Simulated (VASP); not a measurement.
Wanted: the native input for a VASP 6.6.1 run.

```yaml
Task: single point
Functional: PBE
Potentials_or_basis: VASP PAW PBE potentials, release 64 (Ba_sv, Zr_sv, O_h)
Cutoff: 910 eV
k_mesh: 6 × 6 × 6
Occupations: fermi-dirac, width 0.05 eV
Spin: no spin polarisation
Dipole_correction: no
Further_INCAR_settings: ALGO = Normal; EDIFF = 1e-06; NBANDS = 28
```

The structure of BaZrO3 lies in POSCAR:

```
BaZrO3
1.0
    4.2271626273      0.0000000000      0.0000000000
    0.0000000000      4.2271626273      0.0000000000
    0.0000000000      0.0000000000      4.2271626273
Ba Zr O
1 1 3
Direct
    0.0000000000      0.0000000000      0.0000000000
    0.5000000000      0.5000000000      0.5000000000
    0.5000000000      0.5000000000      0.0000000000
    0.5000000000      0.0000000000      0.5000000000
    0.0000000000      0.5000000000      0.5000000000
```

One way to write it, as run:

INCAR

```
  PREC = Accurate
  ENCUT = 910
  EDIFF = 1E-6
  ISMEAR = -1
  SIGMA = 0.05
  LREAL = F
  LASPH = T
  NELM = 120
  ALGO = Normal
  ISIF = 2
  LWAVE = F
  LCHARG = F
  GGA = PE
  NBANDS = 28
  GGA_COMPAT = F
```

KPOINTS

```
Automatic mesh
0
Gamma
  6 6 6
```

Potentials or basis: VASP PAW PBE potentials, release 64 (Ba_sv, Zr_sv, O_h).

Launch:

```sh
$ cat potpaw_PBE.64/Ba_sv/POTCAR potpaw_PBE.64/Zr_sv/POTCAR potpaw_PBE.64/O_h/POTCAR > POTCAR
$ mpirun -np 1 vasp_std > vasp.out
```

It gave:

```yaml
Pressure: 0.7 GPa
Band_gap_on_the_k_mesh: 3.14 eV (least direct gap 3.39 eV)
```

Caveat: spin-orbit coupling is left out, which moves the levels of the heavy elements.

Run time: 2.3 min on 1 thread of AMD EPYC 7R43 64-Core Processor (Zen 3), with other jobs on the host, peak memory 0.27 GiB.
